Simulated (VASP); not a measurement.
# PbO (P4/nmm) in VASP: further runs

PbO is run at these levels: PBE; tasks: single point.

All numbers are computed with VASP 6.6.1; they aren't measurements. Logs are shortened: lines on timing, memory, paths and dates and some standing lists are left out, and cuts for length are marked.

### Step 1. The cell of the first run

The structure is tetragonal, space group P4/nmm (No. 129). Conventional cell: a = 3.875 Å, b = 3.875 Å, c = 5.273 Å, α = 90.00°, β = 90.00°, γ = 90.00°. Within 3.0 Å of Pb (site symmetry 4mm) lie 4 O at 2.30 Å. Within 3.0 Å of O (site symmetry -4m2) lie 4 Pb at 2.30 Å and 4 O at 2.74 Å.

### Step 2. Single point, PBE (strain -0.025 along x and y, +0.050 along z)

INCAR

```
PREC = Accurate
ENCUT = 520
EDIFF = 1E-7
ISMEAR = 0
SIGMA = 0.05
LREAL = F
LASPH = T
NELM = 100
ALGO = Normal
ISIF = 2
LWAVE = F
LCHARG = T
GGA = PE
LELF = T
LVHAR = T
NBANDS = 28
```

KPOINTS

```
Automatic mesh
0
Gamma
  8 8 6
```

POSCAR

```
PbO
1.0
    3.8750400000      0.0000000000      0.0000000000
    0.0000000000      3.8750400000      0.0000000000
    0.0000000000      0.0000000000      5.2731000000
Pb O
2 2
Direct
    0.0000000000      0.5000000000      0.2351000000
    0.5000000000      0.0000000000      0.7649000000
    0.0000000000      0.0000000000      0.0000000000
    0.5000000000      0.5000000000      0.0000000000
```

Potentials or basis: VASP PAW PBE potentials, release 64 (Pb_d, O).

The run is started by

```console
$ cat potpaw_PBE.64/Pb_d/POTCAR potpaw_PBE.64/O/POTCAR > POTCAR
$ mpirun -np 1 vasp_std > vasp.out
```

OUTCAR:

```text
PREC = Accurate
   ENCUT = 520
   EDIFF = 1E-7
   ISMEAR = 0
   LREAL = F
   LASPH = T
   NELM = 100
   ISIF = 2
   GGA = PE

 ion  position               nearest neighbor table
   1  0.000  0.500  0.235-   3 2.30   4 2.30   3 2.30   4 2.30   2 3.70   2 3.70   2 3.70   2 3.70
                             2 3.91   2 3.91   2 3.91   2 3.91
   2  0.500  0.000  0.765-   3 2.30   4 2.30   4 2.30   3 2.30   1 3.70   1 3.70   1 3.70   1 3.70
                             1 3.91   1 3.91   1 3.91   1 3.91
   3  0.000  0.000  0.000-   1 2.30   2 2.30   1 2.30   2 2.30
   4  0.500  0.500  0.000-   1 2.30   2 2.30   2 2.30   1 2.30

  LATTYP: Found a simple tetragonal cell.
 ALAT       =     3.8750400000
 C/A-ratio  =     1.3607859532

  Lattice vectors:

 A1 = (   3.8750400000,   0.0000000000,   0.0000000000)
 A2 = (   0.0000000000,   3.8750400000,   0.0000000000)
 A3 = (   0.0000000000,   0.0000000000,   5.2731000000)

Analysis of symmetry for initial positions (statically):
=====================================================================
 Subroutine PRICEL returns:
 Original cell was already a primitive cell.

 Routine SETGRP: Setting up the symmetry group for a
 simple tetragonal supercell.

 Subroutine GETGRP returns: Found 16 space group operations
 (whereof  8 operations were pure point group operations)
 out of a pool of 16 trial point group operations.

The static configuration has the point symmetry D_2d.
 The point group associated with its full space group is D_4h.

Analysis of symmetry for dynamics (positions and initial velocities):
=====================================================================
 Subroutine PRICEL returns:
 Original cell was already a primitive cell.

 Routine SETGRP: Setting up the symmetry group for a
 simple tetragonal supercell.

 Subroutine GETGRP returns: Found 16 space group operations
 (whereof  8 operations were pure point group operations)
 out of a pool of 16 trial point group operations.

The dynamic configuration has the point symmetry D_2d.
 The point group associated with its full space group is D_4h.

 Subroutine INISYM returns: Found 16 space group operations
 (whereof  8 operations are pure point group operations),
 and found     1 'primitive' translations

----------------------------------------------------------------------------------------

                                     Primitive cell

  volume of cell :      79.1805

  direct lattice vectors                    reciprocal lattice vectors
     3.875040000  0.000000000  0.000000000     0.258061852  0.000000000  0.000000000
     0.000000000  3.875040000  0.000000000     0.000000000  0.258061852  0.000000000
     0.000000000  0.000000000  5.273100000     0.000000000  0.000000000  0.189641767

  length of vectors
     3.875040000  3.875040000  5.273100000     0.258061852  0.258061852  0.189641767

  position of ions in fractional coordinates (direct lattice)
     0.000000000  0.500000000  0.235100000
     0.500000000  0.000000000  0.764900000
     0.000000000  0.000000000  0.000000000
     0.500000000  0.500000000  0.000000000

  ion indices of the primitive-cell ions
   primitive index   ion index
                 1           1
                 2           2
                 3           3
                 4           4

----------------------------------------------------------------------------------------

 KPOINTS: Automatic mesh

Automatic generation of k-mesh.
 Grid dimensions read from file:
 generate k-points for:    8    8    6

 Generating k-lattice:

  Cartesian coordinates                     Fractional coordinates (reciprocal lattice)
     0.032257732  0.000000000  0.000000000     0.125000000  0.000000000  0.000000000
     0.000000000  0.032257732  0.000000000     0.000000000  0.125000000  0.000000000
     0.000000000  0.000000000  0.031606961     0.000000000  0.000000000  0.166666667

  Length of vectors
     0.032257732  0.032257732  0.031606961

  Shift w.r.t. Gamma in fractional coordinates (k-lattice)
     0.000000000  0.000000000  0.000000000

 Subroutine IBZKPT returns following result:
 ===========================================

 Found     60 irreducible k-points:

 Following reciprocal coordinates:
            Coordinates               Weight
  0.000000  0.000000  0.000000      1.000000
  0.125000  0.000000  0.000000      4.000000
  0.250000  0.000000  0.000000      4.000000
  0.375000  0.000000  0.000000      4.000000
  0.500000  0.000000  0.000000      2.000000
  0.125000  0.125000  0.000000      4.000000
[... 16 lines left out ...]
  0.375000  0.125000  0.166667     16.000000
  0.500000  0.125000  0.166667      8.000000
 [... further k-points ...]
   k-points           NKPTS =     60   k-points in BZ     NKDIM =     60   number of bands    NBANDS=     28
   number of dos      NEDOS =    301   number of ions     NIONS =      4
   total plane-waves  NPLWV =  36000
   dimension x,y,z NGX =    30 NGY =   30 NGZ =   40
   dimension x,y,z NGXF=    60 NGYF=   60 NGZF=   80
   ions per type =               2   2
   NGX,Y,Z   is equivalent  to a cutoff of  12.87, 12.87, 12.61 a.u.
   NGXF,Y,Z  is equivalent  to a cutoff of  25.74, 25.74, 25.22 a.u.
 SYSTEM =  unknown system
   PREC   = accura    normal or accurate (medium, high low for compatibility)
   ISTART =      0    job   : 0-new  1-cont  2-samecut
   ICHARG =      2    charge: 1-file 2-atom 10-const
   ISPIN  =      1    spin polarized calculation?
   LNONCOLLINEAR =      F non collinear calculations
   LSORBIT =      F    spin-orbit coupling
   LASPH  =      T    aspherical Exc in radial PAW
   ENCUT  =  520.0 eV  38.22 Ry    6.18 a.u.   7.21  7.21  9.80*2*pi/ulx,y,z
   NELM   =    100;   NELMIN=  2; NELMDL= -5     # of ELM steps
   EDIFF  = 0.1E-06   stopping-criterion for ELM
   LREAL  =      F    real-space projection
   EDIFFG = 0.1E-05   stopping-criterion for IOM
   NSW    =      0    number of steps for IOM
   IBRION =     -1    ionic relax: 0-MD 1-quasi-New 2-CG
   NFREE  =      0    steps in history (QN), initial steepest desc. (CG)
   ISIF   =      2    stress and relaxation
   ISYM   =      2    0-nonsym 1-usesym 2-fastsym
   POTIM  = 0.5000    time-step for ionic-motion
   TEBEG  =    0.0;   TEEND  =   0.0 temperature during run
   PSTRESS=    0.0 pullay stress
   NELECT =      40.0000    total number of electrons
   NUPDOWN=      -1.0000    fix difference up-down
   EMIN   =  10.00;   EMAX   =-10.00  energy-range for DOS
   EFERMI =   0.00;   METHOD = LEGACY
   ISMEAR =     0;   SIGMA  =   0.05  broadening in eV -4-tet -1-fermi 0-gaus
   EFERMI_NEDOS =   21; number of points for ismear=-14 and -15
   IALGO  =     38    algorithm
   IMIX   =      4    mixing-type and parameters
     AMIX     =   0.40;   BMIX     =  1.00
     AMIX_MAG =   1.60;   BMIX_MAG =  1.00
  volume/ion in A,a.u.               =      19.80       133.58
  Fermi-wavevector in a.u.,A,eV,Ry     =   1.303833  2.463887 23.129646  1.699981
  Thomas-Fermi vector in A             =   2.434809
   LORBIT       =      0    0 simple, 1 ext, 2 COOP (PROOUT), +10 PAW based schemes
   GGA     = PE    functional components
   LHFCALC =     F    Hartree Fock is set to
   AEXX    =    0.0000 exact exchange contribution
   IVDW    =     0    specifies the selected vdW correction
   LEPSILON=     F    determine dielectric tensor
   LRPA    =     F    only Hartree local field effects (RPA)
 non-spin polarized calculation
 Gauss-broadening in eV      SIGMA  =   0.05
  energy-cutoff  :      520.00
  volume of cell :       79.18
 maximum number of plane-waves:      2174
 NGX is ok and might be reduce to    30
   NGX = 15   NGY = 15   NGZ = 19

 number of electron      39.9999998 magnetization

 Free energy of the ion-electron system (eV)
  ---------------------------------------------------
  ext. energy  EPLUGINS =         0.00000000
  ---------------------------------------------------
  free energy    TOTEN  =       -21.33846138 eV

  energy without entropy =      -21.33846138  energy(sigma->0) =      -21.33846138

 E-fermi :   5.5828     XC(G=0):  -9.8324

 val. band max:        5.3795506117   @ k =   0.0000   0.0000   0.0000
 cond. band min:       6.4467520808   @ k =   0.5000   0.5000   0.0000
 fundamental gap:      1.0672014691
 Fermi energy:         5.5827901768

 k-point     1 :       0.0000    0.0000    0.0000
  band No.  band energies     occupation
      1     -13.3616      2.00000
      2     -12.6581      2.00000
      3     -10.8066      2.00000
      4     -10.8066      2.00000
      5     -10.7880      2.00000
      6     -10.7349      2.00000
[... 20 lines left out ...]
     27      12.8094      0.00000
     28      13.4359      0.00000

 k-point     2 :       0.1250    0.0000    0.0000
  band No.  band energies     occupation
      1     -13.3237      2.00000
      2     -12.6769      2.00000
      3     -10.8015      2.00000
      4     -10.7993      2.00000
      5     -10.7752      2.00000
      6     -10.7217      2.00000
[... 20 lines left out ...]
     27      13.1015      0.00000
     28      14.5984      0.00000

 k-point     3 :       0.2500    0.0000    0.0000
  band No.  band energies     occupation
      1     -13.2230      2.00000
      2     -12.7348      2.00000
      3     -10.7850      2.00000
      4     -10.7793      2.00000
      5     -10.7434      2.00000
      6     -10.6843      2.00000
[... 20 lines left out ...]
     27      13.4144      0.00000
     28      16.5920      0.00000

 k-point     4 :       0.3750    0.0000    0.0000
  band No.  band energies     occupation
      1     -13.0899      2.00000
      2     -12.8300      2.00000
      3     -10.7602      2.00000
      4     -10.7517      2.00000
      5     -10.7259      2.00000
      6     -10.6975      2.00000
[... 578 lines left out ...]
     27      14.4623      0.00000
     28      15.8353      0.00000

 k-point    23 :       0.3750    0.1250    0.1667
  band No.  band energies     occupation
      1     -13.0752      2.00000
      2     -12.8369      2.00000
      3     -10.7599      2.00000
      4     -10.7422      2.00000
      5     -10.7189      2.00000
      6     -10.6962      2.00000
[... 20 lines left out ...]
     27      14.5923      0.00000
     28      15.1378      0.00000

 k-point    24 :       0.5000    0.1250    0.1667
  band No.  band energies     occupation
      1     -12.9505      2.00000
      2     -12.9505      2.00000
      3     -10.7403      2.00000
      4     -10.7403      2.00000
      5     -10.7129      2.00000
      6     -10.7129      2.00000
[... 20 lines left out ...]
     27      14.7989      0.00000
     28      14.7989      0.00000

 [... further k-points ...]
[... 5 lines left out ...]
  --------------------------------------------------------------------------------------
  -------------------------------------------------------------------------------------
  Total        3.6398971      3.6398971      1.3124835      0.0000000      0.0000000      0.0000000
  in kB       73.6514494     73.6514494     26.5574303      0.0000000      0.0000000      0.0000000
  external PRESSURE =      57.9534431 kB  Pullay stress =       0.0000000 kB

 VOLUME and BASIS-vectors are now :
 -----------------------------------------------------------------------------
  energy-cutoff  :      520.00
  volume of cell :       79.18
      direct lattice vectors                 reciprocal lattice vectors
     3.875040000  0.000000000  0.000000000     0.258061852  0.000000000  0.000000000
     0.000000000  3.875040000  0.000000000     0.000000000  0.258061852  0.000000000
     0.000000000  0.000000000  5.273100000     0.000000000  0.000000000  0.189641767

 POSITION                                       TOTAL-FORCE (eV/Angst)
 -----------------------------------------------------------------------------------
      0.00000      1.93752      1.23971        -0.000000      0.000000      0.182313
      1.93752      0.00000      4.03339        -0.000000      0.000000     -0.182313
      0.00000      0.00000      0.00000         0.000000      0.000000      0.000000
      1.93752      1.93752      0.00000         0.000000     -0.000000      0.000000
 -----------------------------------------------------------------------------------
    total drift:                                0.000000      0.000000     -0.000000

  FREE ENERGIE OF THE ION-ELECTRON SYSTEM (eV)
  ---------------------------------------------------
  free  energy   TOTEN  =       -21.3384613805 eV

  energy  without entropy=      -21.3384613805  energy(sigma->0) =      -21.33846138
```

It took 79 s on 1 thread of Intel Xeon Platinum 8488C (Sapphire Rapids), shared host; peak memory 0.25 GiB.

What came out:

```yaml
Free_energy: -21.3385 eV
Pressure: 5.8 GPa
Largest_force: 0.182 eV/Å
Band_gap_on_the_k_mesh: 1.07 eV, indirect (least direct gap 2.11 eV)
```

Forces in eV/Å, atoms in the order of the input:
```
Pb   0.000  0.000  0.182
Pb   0.000  0.000 -0.182
O    0.000  0.000  0.000
O    0.000  0.000  0.000
```

Stress tensor (GPa, compression positive):
```
7.37 0.00 0.00
0.00 7.37 0.00
0.00 0.00 2.66
```

Caveat: the cell differs from its parent crystal (strain -0.025 along x and y, +0.050 along z); spin-orbit coupling is left out, which moves the levels of the heavy elements. A k mesh can miss the band edges.

[end of part 1 of 2]
